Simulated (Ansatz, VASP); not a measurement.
# Two plane-wave programs on WS2

The input INCAR:

```
PREC = Accurate ; ENCUT = 520
EDIFF = 1E-8 ; ISMEAR = -1
SIGMA = 0.08 ; LREAL = False
LASPH = True ; NELM = 80
ALGO = Normal ; ISIF = 2
LWAVE = False ; LCHARG = False
GGA = CA ; LEFG = True
NBANDS = 20
```

The input KPOINTS:

```
Automatic mesh
0
Gamma
  13 13 13
```

File POSCAR:

```
WS2
1.0
    1.5576599252      0.8993153771      6.0800315456
   -1.5576599252      0.8993153771      6.0800315456
    0.0000000000     -1.7986307542      6.0800315456
W S
1 2
Direct
    0.0000000000      0.0000000000      0.0000000000
    0.7503000000      0.7503000000      0.7503000000
    0.5810000000      0.5810000000      0.5810000000
```

Input for Ansatz:

```yaml
crystal:
  lattice:
    - [1.5576599252, 0.8993153771, 6.0800315456]
    - [-1.5576599252, 0.8993153771, 6.0800315456]
    - [0.0, -1.7986307542, 6.0800315456]
  atoms:
    - { symbol: W, position: [0.0, 0.0, 0.0] }
    - { symbol: S, position: [0.7503, 0.7503, 0.7503] }
    - { symbol: S, position: [0.581, 0.581, 0.581] }
kpoints:
  mp_grid: { grid: [13, 13, 13] }
scf:
  occupations: { method: fermi_dirac, width: 0.08 }
hamiltonian:
  xc: lda
  pseudopotentials: { kind: paw }
output:
  forces: true
  stress: true
  eigenvalues: true
  efg: { contact_densities: true }
```

Change from the starting cell: volume scaled by 0.96, PAW files.

Alike in both runs: task electric field gradients; functional LDA; k mesh 13 × 13 × 13; occupations fermi-dirac, width 0.08 eV; no spin polarisation.

|  | VASP | Ansatz |
| --- | --- | --- |
| version | VASP 6.6.1 | Ansatz 0.2.0 |
| potentials or method | VASP PAW LDA potentials, release 64 (W_sv, S) | PAW with Ansatz's default frozen-core files, scalar-relativistic |
| plane-wave cutoff (eV) | 520 | 420 |
| valence electrons in the cell | 26 | 26 |

```tsv
	VASP	Ansatz	Ansatz less VASP
pressure (GPa)	4.0	3.6	-0.43
traceless stress, the component that is largest in VASP (GPa)	0.76	0.77	+0.007
rms of the force components (eV/Å)	0.363	0.347	-0.0165
size of Vzz on the site where it differs most (V/Å²)	167.6	184.4	+16.75
```

LDA's correlation is that of Perdew and Zunger in VASP and of Perdew and Wang (1992) in Ansatz. Atom by atom the forces differ by 0.024 eV/Å (rms over components).

Spin-orbit coupling is off throughout.
